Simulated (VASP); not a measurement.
# Ge (P6_3/mmc) in VASP: notebook, part 2 of 2

VASP 6.6.1. Earlier steps stand in the parts before.

## 4. Single point, PBE (biaxial strain in the a-b plane: -4.5 %, then relaxed in part)

File INCAR:

```
PREC = Accurate ; ENCUT = 520
EDIFF = 1E-6 ; ISMEAR = 0
SIGMA = 0.1 ; LREAL = F
LASPH = T ; NELM = 100
ALGO = Normal ; ISIF = 2
LWAVE = F ; LCHARG = T
GGA = PE ; LELF = T
LVHAR = T ; NBANDS = 36
```

File KPOINTS:

```
Automatic mesh
0
Gamma
  12 12 8
```

File POSCAR:

```
Ge
1.0
    3.8755396563      0.0000000000      0.0000000000
   -1.9377698282      3.3563157957      0.0000000000
    0.0000000000      0.0000000000      6.7919542442
Ge
4
Direct
    0.6666666667      0.3333333333      0.0670742637
    0.3333333333      0.6666666667      0.5670742637
    0.6666666667      0.3333333333      0.4329257363
    0.3333333333      0.6666666667      0.9329257363
```

Potentials or basis: VASP PAW PBE potentials, release 64 (Ge_d).

Command:

```sh
> cat potpaw_PBE.64/Ge_d/POTCAR > POTCAR
> mpirun -np 1 vasp_std > vasp.out
```

OUTCAR:

```text
PREC = Accurate
   ENCUT = 520
   EDIFF = 1E-6
   ISMEAR = 0
   LREAL = F
   LASPH = T
   NELM = 100
   ISIF = 2
   GGA = PE

 ion  position               nearest neighbor table
   1  0.667  0.333  0.067-   4 2.42   4 2.42   4 2.42   3 2.48
   2  0.333  0.667  0.567-   3 2.42   3 2.42   3 2.42   4 2.48
   3  0.667  0.333  0.433-   2 2.42   2 2.42   2 2.42   1 2.48
   4  0.333  0.667  0.933-   1 2.42   1 2.42   1 2.42   2 2.48

  LATTYP: Found a hexagonal cell.
 ALAT       =     3.8755396563
 C/A-ratio  =     1.7525183191

  Lattice vectors:

 A1 = (   3.8755396563,   0.0000000000,   0.0000000000)
 A2 = (  -1.9377698282,   3.3563157957,   0.0000000000)
 A3 = (   0.0000000000,   0.0000000000,   6.7919542442)

Analysis of symmetry for initial positions (statically):
=====================================================================
 Subroutine PRICEL returns:
 Original cell was already a primitive cell.

 Routine SETGRP: Setting up the symmetry group for a
 hexagonal supercell.

 Subroutine GETGRP returns: Found 24 space group operations
 (whereof 12 operations were pure point group operations)
 out of a pool of 24 trial point group operations.

The static configuration has the point symmetry D_3d.
 The point group associated with its full space group is D_6h.

Analysis of symmetry for dynamics (positions and initial velocities):
=====================================================================
 Subroutine PRICEL returns:
 Original cell was already a primitive cell.

 Routine SETGRP: Setting up the symmetry group for a
 hexagonal supercell.

 Subroutine GETGRP returns: Found 24 space group operations
 (whereof 12 operations were pure point group operations)
 out of a pool of 24 trial point group operations.

The dynamic configuration has the point symmetry D_3d.
 The point group associated with its full space group is D_6h.

 Subroutine INISYM returns: Found 24 space group operations
 (whereof 12 operations are pure point group operations),
[... 119 lines left out ...]
     AMIX     =   0.40;   BMIX     =  1.00
     AMIX_MAG =   1.60;   BMIX_MAG =  1.00
  volume/ion in A,a.u.               =      22.09       149.05
  Fermi-wavevector in a.u.,A,eV,Ry     =   1.406288  2.657499 26.907505  1.977646
  Thomas-Fermi vector in A             =   2.528663
   LORBIT       =      0    0 simple, 1 ext, 2 COOP (PROOUT), +10 PAW based schemes
   GGA     = PE    functional components
   LHFCALC =     F    Hartree Fock is set to
   AEXX    =    0.0000 exact exchange contribution
   IVDW    =     0    specifies the selected vdW correction
   LEPSILON=     F    determine dielectric tensor
   LRPA    =     F    only Hartree local field effects (RPA)
 non-spin polarized calculation
 Gauss-broadening in eV      SIGMA  =   0.10
  energy-cutoff  :      520.00
  volume of cell :       88.35
 maximum number of plane-waves:      2398
 NGX is ok and might be reduce to    30
   NGX = 15   NGY = 15   NGZ = 25

 number of electron      55.9999949 magnetization

 Free energy of the ion-electron system (eV)
  ---------------------------------------------------
  ext. energy  EPLUGINS =         0.00000000
  ---------------------------------------------------
  free energy    TOTEN  =       -17.79832282 eV

  energy without entropy =      -17.79684979  energy(sigma->0) =      -17.79758630

 E-fermi :   5.4113     XC(G=0): -10.0502

 val. band max:        5.3621613358   @ k =   0.5000   0.0000   0.3750
 cond. band min:       5.4120748848   @ k =   0.0833   0.0000   0.0000
 fundamental gap:      0.0499135490
 Fermi energy:         5.4113423982

 k-point     1 :       0.0000    0.0000    0.0000
  band No.  band energies     occupation
      1     -19.6763      2.00000
      2     -19.6763      2.00000
      3     -19.6365      2.00000
      4     -19.6365      2.00000
      5     -19.6127      2.00000
      6     -19.5911      2.00000
[... 925 lines left out ...]
     35      12.5760      0.00000
     36      13.0823      0.00000

 [... further k-points ...]

------------------------ aborting loop because EDIFF is reached ----------------------------------------

  FORCE on cell =-STRESS in cart. coord.  units (eV):
  Direction    XX          YY          ZZ          XY          YZ          ZX
  --------------------------------------------------------------------------------------
  -------------------------------------------------------------------------------------
  Total        4.5402689      4.5402689     -0.0343203     -0.0000000      0.0000000      0.0000000
  in kB       82.3383956     82.3383956     -0.6224028     -0.0000000      0.0000000      0.0000000
  external PRESSURE =      54.6847962 kB  Pullay stress =       0.0000000 kB

 VOLUME and BASIS-vectors are now :
 -----------------------------------------------------------------------------
  energy-cutoff  :      520.00
  volume of cell :       88.35
      direct lattice vectors                 reciprocal lattice vectors
     3.875539656  0.000000000  0.000000000     0.258028581  0.148972871  0.000000000
    -1.937769828  3.356315796  0.000000000     0.000000000  0.297945742  0.000000000
     0.000000000  0.000000000  6.791954244     0.000000000  0.000000000  0.147233030

 POSITION                                       TOTAL-FORCE (eV/Angst)
 -----------------------------------------------------------------------------------
      1.93777      1.11877      0.45557         0.000000     -0.000000     -0.005877
     -0.00000      2.23754      3.85154        -0.000000     -0.000000     -0.005877
      1.93777      1.11877      2.94041         0.000000     -0.000000      0.005877
     -0.00000      2.23754      6.33639        -0.000000      0.000000      0.005877
 -----------------------------------------------------------------------------------
    total drift:                               -0.000000      0.000000      0.000000

  FREE ENERGIE OF THE ION-ELECTRON SYSTEM (eV)
  ---------------------------------------------------
  free  energy   TOTEN  =       -17.7983228205 eV

  energy  without entropy=      -17.7968497883  energy(sigma->0) =      -17.79758630
```

OSZICAR:

```text
N       E                     dE             d eps       ncg     rms          rms(c)
DAV:   1     0.499162597472E+03    0.49916E+03   -0.28115E+04  7968   0.432E+03
DAV:   2     0.684525832676E+02   -0.43071E+03   -0.41891E+03  6840   0.816E+02
DAV:   3    -0.133550313469E+02   -0.81808E+02   -0.80791E+02  7404   0.207E+02
DAV:   4    -0.179129483816E+02   -0.45579E+01   -0.45291E+01  7976   0.571E+01
DAV:   5    -0.180049838937E+02   -0.92036E-01   -0.91994E-01  7700   0.902E+00    0.470E+00
DAV:   6    -0.178642411959E+02    0.14074E+00   -0.77637E-02  7664   0.203E+00    0.276E+00
DAV:   7    -0.177945363246E+02    0.69705E-01   -0.14945E-01  7908   0.243E+00    0.225E-01
DAV:   8    -0.177975704357E+02   -0.30341E-02   -0.17968E-02  7600   0.102E+00    0.110E-01
DAV:   9    -0.177981679558E+02   -0.59752E-03   -0.10916E-03  7748   0.200E-01    0.588E-02
DAV:  10    -0.177982919000E+02   -0.12394E-03   -0.10771E-04  7676   0.664E-02    0.173E-02
DAV:  11    -0.177983207817E+02   -0.28882E-04   -0.46915E-05  6868   0.288E-02    0.383E-03
DAV:  12    -0.177983227008E+02   -0.19191E-05   -0.23414E-06  6444   0.108E-02    0.124E-03
DAV:  13    -0.177983228205E+02   -0.11968E-06   -0.28119E-07  4936   0.453E-03
   1 F= -.17798323E+02 E0= -.17797586E+02  d E =-.147303E-02
```

It took 7.4 min on 1 thread of AMD EPYC 7R43 (Zen 3), shared host; peak memory 0.3 GiB.

Results:

```yaml
Free_energy: -17.7983 eV
Pressure: 5.5 GPa
Largest_force: 0.006 eV/Å
Band_gap_on_the_k_mesh: zero (band 28 reaches 5.60 eV, above the bottom of band 29 at 5.36 eV)
```

Forces on the atoms (eV/Å):
```
Ge   0.000  0.000 -0.006
Ge   0.000  0.000 -0.006
Ge   0.000  0.000  0.006
Ge   0.000  0.000  0.006
```

Stress tensor (GPa, compression positive):
```
 8.23  0.00  0.00
 0.00  8.23  0.00
 0.00  0.00 -0.06
```

Levels at points of the mesh, in eV from the Fermi level:
```
           k point  band 26  band 27  band 28  band 29  band 30  band 31
(0.00, 0.00, 0.00)    -0.70    -0.21     0.19     0.19     0.63     2.42
(0.50, 0.00, 0.00)    -3.12    -3.03    -1.55     0.73     1.45     3.06
(0.00, 0.00, 0.50)    -0.70    -0.70    -0.70     1.28     1.28     3.49
(0.50, 0.00, 0.50)    -3.02    -2.43    -2.43     0.26     0.26     2.01
```

Caveat: the cell differs from its parent crystal (biaxial strain in the a-b plane: -4.5 %, then relaxed in part).

## 5. Overview

```tsv
cell	k mesh	gap on the mesh (eV)	pressure (GPa)
a = 4.119, b = 4.119, c = 6.793 Å, angles 90.0, 90.0, 120.0°, 4 atoms	15 × 15 × 8	none	-2.5
a = 4.180, b = 4.180, c = 6.893 Å, angles 90.0, 90.0, 120.0°, 4 atoms	15 × 15 × 8	none	-4.3
a = 3.876, b = 3.876, c = 6.792 Å, angles 90.0, 90.0, 120.0°, 4 atoms	12 × 12 × 8	none	5.5
```

Alike in all rows: task single point; level PBE; potentials or basis VASP PAW PBE potentials, release 64 (Ge_d); no spin polarisation; cutoff (eV) 520; smearing gaussian 0.1 eV.

Total energies depend on the potentials used, so only differences within one code and one set of settings carry meaning.
